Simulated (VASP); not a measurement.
# Ti2As2S (P4/mmm) in VASP: single point with PBE

Aim: the single point of Ti2As2S with PBE.

Everything below comes from runs of VASP 6.6.1. Logs are shortened: lines on timing, memory, paths and dates and some standing lists are left out, and cuts for length are marked.

## (1) The cell of the first run

The structure is tetragonal, space group P4/mmm (No. 123). Conventional cell: a = 3.532 Å, b = 3.532 Å, c = 8.546 Å, α = 90.00°, β = 90.00°, γ = 90.00°. Ti (site symmetry 4mm) has 1 S at 2.22 Å and 4 As at 2.60 Å within 2.9 Å. Within 3.6 Å of As (site symmetry 4mm) lie 4 Ti at 2.60 Å and 5 As at 2.67 to 3.53 Å. Within 2.9 Å of S (site symmetry 4/mmm) lie 2 Ti at 2.22 Å.

The cell was generated, and may not be a known phase.

## (2) Single point, PBE, collinear spin

Input file INCAR:

```
  PREC = Accurate
  ENCUT = 500
  EDIFF = 1E-6
  ISMEAR = 0
  SIGMA = 0.1
  LREAL = F
  LASPH = T
  NELM = 200
  ALGO = Normal
  ISIF = 2
  LWAVE = F
  LCHARG = T
  ISPIN = 2
  MAGMOM = 1 1 0 0 0
  LORBIT = 11
  LMAXMIX = 4
  GGA = PE
  LELF = T
  LVHAR = T
  NBANDS = 32
  GGA_COMPAT = F
```

Input file KPOINTS:

```
Automatic mesh
0
Gamma
  6 6 2
```

Input file POSCAR:

```
Ti2As2S
1.0
    3.5324778019      0.0000000000      0.0000000000
    0.0000000000      3.5324778019      0.0000000000
    0.0000000000      0.0000000000      8.5461979101
Ti As S
2 2 1
Direct
    0.5000000000      0.5000000000      0.7593606393
    0.5000000000      0.5000000000      0.2406393607
    0.0000000000      0.0000000000      0.1564789403
    0.0000000000      0.0000000000      0.8435210597
    0.5000000000      0.5000000000      0.5000000000
```

Potentials or basis: VASP PAW PBE potentials, release 64 (Ti_sv, As, S).

Run with:

```
> cat potpaw_PBE.64/Ti_sv/POTCAR potpaw_PBE.64/As/POTCAR potpaw_PBE.64/S/POTCAR > POTCAR
> mpirun -np 1 vasp_std > vasp.out
```

OUTCAR:

```text
PREC = Accurate
   ENCUT = 500
   EDIFF = 1E-6
   ISMEAR = 0
   LREAL = F
   LASPH = T
   NELM = 200
   ISIF = 2
   ISPIN = 2
   LORBIT = 11
   GGA = PE

 ion  position               nearest neighbor table
   1  0.500  0.500  0.759-   5 2.22   4 2.60   4 2.60   4 2.60   4 2.60
   2  0.500  0.500  0.241-   5 2.22   3 2.60   3 2.60   3 2.60   3 2.60
   3  0.000  0.000  0.156-   2 2.60   2 2.60   2 2.60   2 2.60   4 2.67
   4  0.000  0.000  0.844-   1 2.60   1 2.60   1 2.60   1 2.60   3 2.67
   5  0.500  0.500  0.500-   1 2.22   2 2.22

  LATTYP: Found a simple tetragonal cell.
 ALAT       =     3.5324778019
 C/A-ratio  =     2.4193210515

  Lattice vectors:

 A1 = (   3.5324778019,   0.0000000000,   0.0000000000)
 A2 = (   0.0000000000,   3.5324778019,   0.0000000000)
 A3 = (   0.0000000000,   0.0000000000,   8.5461979101)

Analysis of symmetry for initial positions (statically):
=====================================================================
 Subroutine PRICEL returns:
 Original cell was already a primitive cell.

 Routine SETGRP: Setting up the symmetry group for a
 simple tetragonal supercell.

 Subroutine GETGRP returns: Found 16 space group operations
 (whereof 16 operations were pure point group operations)
 out of a pool of 16 trial point group operations.

The static configuration has the point symmetry D_4h.

Analysis of symmetry for dynamics (positions and initial velocities):
=====================================================================
 Subroutine PRICEL returns:
 Original cell was already a primitive cell.

 Routine SETGRP: Setting up the symmetry group for a
 simple tetragonal supercell.

 Subroutine GETGRP returns: Found 16 space group operations
 (whereof 16 operations were pure point group operations)
 out of a pool of 16 trial point group operations.

The dynamic configuration has the point symmetry D_4h.

Analysis of structural, dynamic, and magnetic symmetry:
=====================================================================
 Subroutine PRICEL returns:
 Original cell was already a primitive cell.

 Routine SETGRP: Setting up the symmetry group for a
 simple tetragonal supercell.

 Subroutine GETGRP returns: Found 16 space group operations
 (whereof 16 operations were pure point group operations)
 out of a pool of 16 trial point group operations.

The overall configuration has the point symmetry D_4h.
[... 127 lines left out ...]
   AEXX    =    0.0000 exact exchange contribution
   IVDW    =     0    specifies the selected vdW correction
   LEPSILON=     F    determine dielectric tensor
   LRPA    =     F    only Hartree local field effects (RPA)
 spin polarized calculation
 Gauss-broadening in eV      SIGMA  =   0.10
  energy-cutoff  :      500.00
  volume of cell :      106.64
 maximum number of plane-waves:      2768
 NGX is ok and might be reduce to    28
   NGX = 13   NGY = 13   NGZ = 31

 number of electron      40.0000000 magnetization       0.0498451

 Free energy of the ion-electron system (eV)
  ---------------------------------------------------
  ext. energy  EPLUGINS =         0.00000000
  ---------------------------------------------------
  free energy    TOTEN  =       -32.21630221 eV

  energy without entropy =      -32.19020562  energy(sigma->0) =      -32.20325392

 E-fermi :   5.3867     XC(G=0):  -9.8858

 val. band max:        5.3863119807   @ k =   0.0000   0.0000   0.5000
 cond. band min:       5.3901702158   @ k =   0.0000   0.0000   0.5000
 fundamental gap:      0.0038582351
 Fermi energy:         5.3866838962

 spin component 1

 k-point     1 :       0.0000    0.0000    0.0000
  band No.  band energies     occupation
      1     -52.0729      1.00000
      2     -52.0725      1.00000
      3     -28.4669      1.00000
      4     -28.4536      1.00000
      5     -28.2772      1.00000
      6     -28.2772      1.00000
[... 689 lines left out ...]
     31       9.0334      0.00000
     32      10.0541      0.00000
 Fermi energy:         5.3866838962

 spin component 2

 k-point     1 :       0.0000    0.0000    0.0000
  band No.  band energies     occupation
      1     -52.0535      1.00000
      2     -52.0531      1.00000
      3     -28.4460      1.00000
      4     -28.4327      1.00000
      5     -28.2584      1.00000
      6     -28.2584      1.00000
[... 689 lines left out ...]
     31       9.0390      0.00000
     32      10.0666      0.00000

------------------------ aborting loop because EDIFF is reached ----------------------------------------

  FORCE on cell =-STRESS in cart. coord.  units (eV):
  Direction    XX          YY          ZZ          XY          YZ          ZX
  --------------------------------------------------------------------------------------
  -------------------------------------------------------------------------------------
  Total       -0.3113232     -0.3113232     -0.3165999      0.0000000      0.0000000      0.0000000
  in kB       -4.6772458     -4.6772458     -4.7565225      0.0000000      0.0000000      0.0000000
  external PRESSURE =      -4.7036714 kB  Pullay stress =       0.0000000 kB

 VOLUME and BASIS-vectors are now :
 -----------------------------------------------------------------------------
  energy-cutoff  :      500.00
  volume of cell :      106.64
      direct lattice vectors                 reciprocal lattice vectors
     3.532477802  0.000000000  0.000000000     0.283087412  0.000000000  0.000000000
     0.000000000  3.532477802  0.000000000     0.000000000  0.283087412  0.000000000
     0.000000000  0.000000000  8.546197910     0.000000000  0.000000000  0.117011098

 POSITION                                       TOTAL-FORCE (eV/Angst)
 -----------------------------------------------------------------------------------
      1.76624      1.76624      6.48965         0.000000     -0.000000      0.221552
      1.76624      1.76624      2.05655        -0.000000     -0.000000     -0.221552
      0.00000      0.00000      1.33730        -0.000000      0.000000      0.022248
      0.00000      0.00000      7.20890        -0.000000      0.000000     -0.022248
      1.76624      1.76624      4.27310        -0.000000      0.000000      0.000000
 -----------------------------------------------------------------------------------
    total drift:                                0.000000      0.000000     -0.000000

  FREE ENERGIE OF THE ION-ELECTRON SYSTEM (eV)
  ---------------------------------------------------
  free  energy   TOTEN  =       -32.2163022141 eV

  energy  without entropy=      -32.1902056228  energy(sigma->0) =      -32.20325392

 total charge

# of ion       s       p       d       tot
------------------------------------------
    1        2.177   6.123   1.948  10.249
    2        2.177   6.123   1.948  10.249
    3        1.229   1.557   0.036   2.822
    4        1.229   1.557   0.036   2.822
    5        1.350   2.403   0.000   3.753
--------------------------------------------------
tot          8.163  17.764   3.968  29.894

 magnetization (x)

# of ion       s       p       d       tot
------------------------------------------
    1        0.000   0.000   0.019   0.020
    2        0.000   0.000   0.019   0.020
    3       -0.000  -0.001   0.000  -0.001
    4       -0.000  -0.001   0.000  -0.001
    5       -0.000  -0.002   0.000  -0.003
--------------------------------------------------
tot         -0.000  -0.004   0.039   0.034
```

Run time: 5.4 min. Hardware: 1 thread of Intel Xeon 6975P-C (Granite Rapids), shared host; peak memory 0.3 GiB.

What came out:

- Free energy: -32.2163 eV
- Pressure: -0.5 GPa
- Largest force: 0.222 eV/Å
- Net moment: 0.05 μB per cell
- Valence electrons inside the program's atomic spheres: Ti 10.25; As 2.82; S 3.75

Forces on the atoms (eV/Å):
```
Ti   0.000  0.000  0.222
Ti   0.000  0.000 -0.222
As   0.000  0.000  0.022
As   0.000  0.000 -0.022
S    0.000  0.000  0.000
```

Caveat: the k points lie up to 0.37 Å⁻¹ apart.
